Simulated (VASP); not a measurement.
# Nb (Fm-3m) in VASP: single point with PBE

Aim: the single point of Nb with PBE.

All numbers are computed with VASP 6.6.1; they aren't measurements. Logs are shortened: lines on timing, memory, paths and dates and some standing lists are left out, and cuts for length are marked.

**1. The cell of the first run**

It takes space group Fm-3m (No. 225, cubic). Conventional cell: a = 4.219 Å, b = 4.219 Å, c = 4.219 Å, α = 90.00°, β = 90.00°, γ = 90.00°. Within 3.9 Å of Nb (site symmetry m-3m) lie 12 Nb at 2.98 Å.

This isn't the form of Nb at room conditions, which is bcc.

**2. Single point, PBE**

INCAR reads:

```
SYSTEM = Nb
ALGO     = Normal         ! electronic algorithm
EDIFF    = 1E-6           ! SCF threshold, eV
ENCUT    = 520            ! plane-wave cutoff, eV
GGA      = PE             ! functional
ISIF     = 2              ! what is computed and relaxed
ISMEAR   = -1             ! smearing method
LASPH    = .True.         ! aspherical terms in the spheres
LCHARG   = .False.        ! write CHGCAR
LREAL    = .False.        ! projectors in reciprocal space
LWAVE    = .False.        ! write WAVECAR
NBANDS   = 20             ! bands
NELM     = 60             ! most SCF steps
PREC     = Accurate       ! precision mode
SIGMA    = 0.05           ! smearing width, eV
```

KPOINTS reads:

```
k-points
0
Gamma
  12 9 12
  0 0 0
```

POSCAR reads:

```
Nb
1.0
   -2.1092793675      2.1092793675      0.0000000000
    0.0000000000      0.0000000000      4.2185587350
    2.1092793675      2.1092793675      0.0000000000
Nb
2
Direct
    0.0000000000      0.0000000000      0.0000000000
    0.5000000000      0.5000000000      0.5000000000
```

Potentials or basis: VASP PAW PBE potentials, release 64 (Nb_sv).

On the command line:

```console
$ cat potpaw_PBE.64/Nb_sv/POTCAR > POTCAR
$ mpirun -np 1 vasp_std > vasp.out
```

OUTCAR:

```text
SYSTEM = Nb
   EDIFF = 1E-6
   ENCUT = 520
   GGA = PE
   ISIF = 2
   ISMEAR = -1
   LASPH = .True.
   LREAL = .False.
   NELM = 60
   PREC = Accurate

 ion  position               nearest neighbor table
   1  0.000  0.000  0.000-   2 2.98   2 2.98   2 2.98   2 2.98   2 2.98   2 2.98   2 2.98   2 2.98

   2  0.500  0.500  0.500-   1 2.98   1 2.98   1 2.98   1 2.98   1 2.98   1 2.98   1 2.98   1 2.98

  LATTYP: Found a simple tetragonal cell.
 ALAT       =     2.9829714884
 C/A-ratio  =     1.4142135624

  Lattice vectors:

 A1 = (   2.1092793675,  -2.1092793675,   0.0000000000)
 A2 = (   2.1092793675,   2.1092793675,   0.0000000000)
 A3 = (   0.0000000000,   0.0000000000,   4.2185587350)

Analysis of symmetry for initial positions (statically):
=====================================================================
 Subroutine PRICEL returns following result:

  LATTYP: Found a face centered cubic cell.
 ALAT       =     4.2185587350

  Lattice vectors:

 A1 = (   2.1092793675,   0.0000000000,   2.1092793675)
 A2 = (   2.1092793675,   2.1092793675,   0.0000000000)
 A3 = (   0.0000000000,   2.1092793675,   2.1092793675)

   2 primitive cells build up your supercell.

 Routine SETGRP: Setting up the symmetry group for a
 simple tetragonal supercell.

 Subroutine GETGRP returns: Found 16 space group operations
 (whereof 16 operations were pure point group operations)
 out of a pool of 16 trial point group operations.

The static configuration has the point symmetry D_4h.

Analysis of symmetry for dynamics (positions and initial velocities):
=====================================================================
 Subroutine PRICEL returns following result:

  LATTYP: Found a face centered cubic cell.
 ALAT       =     4.2185587350

  Lattice vectors:

 A1 = (   2.1092793675,   0.0000000000,   2.1092793675)
 A2 = (   2.1092793675,   2.1092793675,   0.0000000000)
 A3 = (   0.0000000000,   2.1092793675,   2.1092793675)

   2 primitive cells build up your supercell.

 Routine SETGRP: Setting up the symmetry group for a
 simple tetragonal supercell.

 Subroutine GETGRP returns: Found 16 space group operations
 (whereof 16 operations were pure point group operations)
 out of a pool of 16 trial point group operations.

The dynamic configuration has the point symmetry D_4h.

 Subroutine INISYM returns: Found 16 space group operations
 (whereof 16 operations are pure point group operations),
 and found     2 'primitive' translations

----------------------------------------------------------------------------------------

                                     Primitive cell

  volume of cell :      18.7686

  direct lattice vectors                    reciprocal lattice vectors
     2.109279368  0.000000000  2.109279368     0.237047784 -0.237047784  0.237047784
     2.109279368  2.109279368  0.000000000     0.237047784  0.237047784 -0.237047784
     0.000000000  2.109279368  2.109279368    -0.237047784  0.237047784  0.237047784

  length of vectors
     2.982971488  2.982971488  2.982971488     0.410578806  0.410578806  0.410578806

  position of ions in fractional coordinates (direct lattice)
     0.000000000  0.000000000  0.000000000

  ion indices of the primitive-cell ions
   primitive index   ion index
                 1           1

----------------------------------------------------------------------------------------

 KPOINTS: k-points

Automatic generation of k-mesh.
 Grid dimensions read from file:
 generate k-points for:   12    9   12

 Generating k-lattice:

  Cartesian coordinates                     Fractional coordinates (reciprocal lattice)
    -0.019753982  0.019753982  0.000000000     0.083333333  0.000000000  0.000000000
     0.000000000  0.000000000  0.026338643     0.000000000  0.111111111  0.000000000
     0.019753982  0.019753982  0.000000000     0.000000000  0.000000000  0.083333333

  Length of vectors
     0.027936349  0.026338643  0.027936349

  Shift w.r.t. Gamma in fractional coordinates (k-lattice)
     0.000000000  0.000000000  0.000000000

 Subroutine IBZKPT returns following result:
 ===========================================

 Found    140 irreducible k-points:

 Following reciprocal coordinates:
            Coordinates               Weight
  0.000000  0.000000  0.000000      1.000000
  0.083333  0.000000  0.000000      4.000000
  0.166667  0.000000  0.000000      4.000000
  0.250000  0.000000  0.000000      4.000000
  0.333333  0.000000  0.000000      4.000000
  0.416667  0.000000  0.000000      4.000000
[... 16 lines left out ...]
  0.083333  0.333333  0.000000      8.000000
  0.166667  0.333333  0.000000      8.000000
 [... further k-points ...]
   k-points           NKPTS =    140   k-points in BZ     NKDIM =    140   number of bands    NBANDS=     20
   number of dos      NEDOS =    301   number of ions     NIONS =      2
   total plane-waves  NPLWV =  18432
   dimension x,y,z NGX =    24 NGY =   32 NGZ =   24
   dimension x,y,z NGXF=    48 NGYF=   64 NGZF=   48
   ions per type =               2
   NGX,Y,Z   is equivalent  to a cutoff of  13.38, 12.61, 13.38 a.u.
   NGXF,Y,Z  is equivalent  to a cutoff of  26.75, 25.22, 26.75 a.u.
 SYSTEM =  Nb
   PREC   = accura    normal or accurate (medium, high low for compatibility)
   ISTART =      0    job   : 0-new  1-cont  2-samecut
   ICHARG =      2    charge: 1-file 2-atom 10-const
   ISPIN  =      1    spin polarized calculation?
   LNONCOLLINEAR =      F non collinear calculations
   LSORBIT =      F    spin-orbit coupling
   LASPH  =      T    aspherical Exc in radial PAW
   ENCUT  =  520.0 eV  38.22 Ry    6.18 a.u.   5.55  7.84  5.55*2*pi/ulx,y,z
   NELM   =     60;   NELMIN=  2; NELMDL= -5     # of ELM steps
   EDIFF  = 0.1E-05   stopping-criterion for ELM
   LREAL  =      F    real-space projection
   EDIFFG = 0.1E-04   stopping-criterion for IOM
   NSW    =      0    number of steps for IOM
   IBRION =     -1    ionic relax: 0-MD 1-quasi-New 2-CG
   NFREE  =      0    steps in history (QN), initial steepest desc. (CG)
   ISIF   =      2    stress and relaxation
   ISYM   =      2    0-nonsym 1-usesym 2-fastsym
   POTIM  = 0.5000    time-step for ionic-motion
   TEBEG  =    0.0;   TEEND  =   0.0 temperature during run
   PSTRESS=    0.0 pullay stress
   NELECT =      26.0000    total number of electrons
   NUPDOWN=      -1.0000    fix difference up-down
   EMIN   =  10.00;   EMAX   =-10.00  energy-range for DOS
   EFERMI =   0.00;   METHOD = LEGACY
   ISMEAR =    -1;   SIGMA  =   0.05  broadening in eV -4-tet -1-fermi 0-gaus
   EFERMI_NEDOS =   21; number of points for ismear=-14 and -15
   IALGO  =     38    algorithm
   IMIX   =      4    mixing-type and parameters
     AMIX     =   0.40;   BMIX     =  1.00
     AMIX_MAG =   1.60;   BMIX_MAG =  1.00
  volume/ion in A,a.u.               =      18.77       126.66
  Fermi-wavevector in a.u.,A,eV,Ry     =   1.448478  2.737226 28.546220  2.098088
  Thomas-Fermi vector in A             =   2.566314
   LORBIT       =      0    0 simple, 1 ext, 2 COOP (PROOUT), +10 PAW based schemes
   GGA     = PE    functional components
   LHFCALC =     F    Hartree Fock is set to
   AEXX    =    0.0000 exact exchange contribution
   IVDW    =     0    specifies the selected vdW correction
   LEPSILON=     F    determine dielectric tensor
   LRPA    =     F    only Hartree local field effects (RPA)
 non-spin polarized calculation
  energy-cutoff  :      520.00
  volume of cell :       37.54
 maximum number of plane-waves:      1031
 NGX is ok and might be reduce to    24
   NGX = 11   NGY = 15   NGZ = 11

 number of electron      26.0000004 magnetization

 Free energy of the ion-electron system (eV)
  ---------------------------------------------------
  ext. energy  EPLUGINS =         0.00000000
  ---------------------------------------------------
  free energy    TOTEN  =       -19.79637769 eV

  energy without entropy =      -19.77120884  energy(sigma->0) =      -19.78379327

 E-fermi :  10.9794     XC(G=0): -12.2920

 val. band max:       10.9790275963   @ k =   0.2500   0.4444   0.0000
 cond. band min:      10.9809066062   @ k =   0.4167   0.3333   0.3333
 fundamental gap:      0.0018790099
 Fermi energy:        10.9793939656

 k-point     1 :       0.0000    0.0000    0.0000
  band No.  band energies     occupation
      1     -43.8297      2.00000
      2     -43.5735      2.00000
      3     -20.3243      2.00000
      4     -19.6391      2.00000
      5     -19.6391      2.00000
      6     -19.2174      2.00000
[... 12 lines left out ...]
     19      16.1798      0.00000
     20      16.1798      0.00000

 k-point     2 :       0.0833    0.0000    0.0000
  band No.  band energies     occupation
      1     -43.8212      2.00000
      2     -43.5735      2.00000
      3     -20.3022      2.00000
      4     -19.6765      2.00000
      5     -19.6284      2.00000
      6     -19.2704      2.00000
[... 12 lines left out ...]
     19      16.0760      0.00000
     20      17.1388      0.00000

 k-point     3 :       0.1667    0.0000    0.0000
  band No.  band energies     occupation
      1     -43.7969      2.00000
      2     -43.5744      2.00000
      3     -20.2379      2.00000
      4     -19.7760      2.00000
      5     -19.5975      2.00000
      6     -19.4147      2.00000
[... 12 lines left out ...]
     19      15.7753      0.00000
     20      18.7120      0.00000

 k-point     4 :       0.2500    0.0000    0.0000
  band No.  band energies     occupation
      1     -43.7608      2.00000
      2     -43.5785      2.00000
      3     -20.1372      2.00000
      4     -19.9046      2.00000
      5     -19.6125      2.00000
      6     -19.5505      2.00000
[... 429 lines left out ...]
 k-point    23 :       0.0833    0.3333    0.0000
  band No.  band energies     occupation
      1     -43.7599      2.00000
      2     -43.6361      2.00000
      3     -20.0796      2.00000
      4     -19.5842      2.00000
      5     -19.5525      2.00000
      6     -19.5285      2.00000
[... 12 lines left out ...]
     19      14.6295      0.00000
     20      15.3050      0.00000

 k-point    24 :       0.1667    0.3333    0.0000
  band No.  band energies     occupation
      1     -43.7417      2.00000
      2     -43.6304      2.00000
      3     -20.1173      2.00000
      4     -19.7390      2.00000
      5     -19.5818      2.00000
      6     -19.5074      2.00000
[... 12 lines left out ...]
     19      15.5264      0.00000
     20      15.6149      0.00000

 [... further k-points ...]

------------------------ aborting loop because EDIFF is reached ----------------------------------------

  FORCE on cell =-STRESS in cart. coord.  units (eV):
  Direction    XX          YY          ZZ          XY          YZ          ZX
  --------------------------------------------------------------------------------------
  -------------------------------------------------------------------------------------
  Total       -0.0605263     -0.0605263     -0.1216451      0.0000000      0.0000000      0.0000000
  in kB       -2.5834031     -2.5834031     -5.1920981      0.0000000      0.0000000      0.0000000
  external PRESSURE =      -3.4529681 kB  Pullay stress =       0.0000000 kB

 VOLUME and BASIS-vectors are now :
 -----------------------------------------------------------------------------
  energy-cutoff  :      520.00
  volume of cell :       37.54
      direct lattice vectors                 reciprocal lattice vectors
    -2.109279368  2.109279368  0.000000000    -0.237047784  0.237047784  0.000000000
     0.000000000  0.000000000  4.218558735     0.000000000  0.000000000  0.237047784
     2.109279368  2.109279368  0.000000000     0.237047784  0.237047784  0.000000000

 POSITION                                       TOTAL-FORCE (eV/Angst)
 -----------------------------------------------------------------------------------
      0.00000      0.00000      0.00000         0.000000      0.000000     -0.000000
      0.00000      2.10928      2.10928        -0.000000     -0.000000      0.000000
 -----------------------------------------------------------------------------------
    total drift:                               -0.000000     -0.000000      0.000000

  FREE ENERGIE OF THE ION-ELECTRON SYSTEM (eV)
  ---------------------------------------------------
  free  energy   TOTEN  =       -19.7963776860 eV

  energy  without entropy=      -19.7712088449  energy(sigma->0) =      -19.78379327
```

Wall time 65 s (1 thread of Intel Xeon Platinum 8259CL at 2.50GHz (Skylake/Cascade Lake), shared host); peak memory 0.21 GiB.

Results:

| Quantity | Value |
| --- | --- |
| Free energy | -19.7964 eV |
| Pressure | -0.3 GPa |
| Band gap on the k mesh | zero (bands 13 and 14 overlap by 4.72 eV) |
